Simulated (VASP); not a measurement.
Crystal: ScAl2Sb2As.

```
CELL_PARAMETERS angstrom
5.53219 0.00000 0.00000
0.00000 5.53219 0.00000
0.00000 0.00000 5.51504
ATOMIC_POSITIONS crystal
Sc 0.00000 0.00000 0.50000
Al 0.00000 0.50000 0.50000
Al 0.50000 0.00000 0.50000
Sb 0.50000 0.50000 0.75240
Sb 0.50000 0.50000 0.24760
As 0.00000 0.00000 0.00000
```

The cell was generated, and may not be a known phase.

```yaml
Program: VASP 6.6.1
Task: relaxation of cell and atoms
Functional: PBE
Potentials_or_basis: VASP PAW PBE potentials, release 64 (Sc_sv, Al, Sb, As)
Cutoff: 600 eV
k_mesh: 8 × 8 × 8
Occupations: gaussian, width 0.1 eV
Spin: no spin polarisation
```

At the start: pressure 0.6 GPa; volume 28.13 Å³/atom.

Q: How do energy, volume and symmetry change on relaxing?

A: Over 7 steps the energy falls by 7.7 meV/atom and the volume is 27.97 Å³/atom (-0.6 %); space group P4/mmm (No. 123, to 0.1 Å) before and after.

Step by step:
| step | energy change (eV) | largest force (eV/Å) | pressure (GPa) | volume (Å³) |
| --- | --- | --- | --- | --- |
| 1 | 0.0000 | 0.0583 | 0.58 | 168.79 |
| 2 | -0.0382 | 0.0318 | -0.73 | 171.23 |
| 3 | -0.0389 | 0.0223 | -0.59 | 170.93 |
| 4 | -0.0456 | 0.0152 | -0.16 | 168.68 |
| 5 | -0.0461 | 0.0298 | 0.00 | 167.89 |
| 6 | -0.0461 | 0.0309 | 0.01 | 167.83 |
| 7 | -0.0462 | 0.0014 | 0.00 | 167.83 |

Final structure:
```xyz
6
Lattice="5.4522 0.0000 0.0000 0.0000 5.4522 0.0000 0.0000 0.0000 5.6458" Properties=species:S:1:pos:R:3 pbc="T T T"
Sc    0.0000    0.0000    2.8229
Al    0.0000    2.7261    2.8229
Al    2.7261    0.0000    2.8229
Sb    2.7261    2.7261    4.2510
Sb    2.7261    2.7261    1.3948
As    0.0000    0.0000    0.0000
```
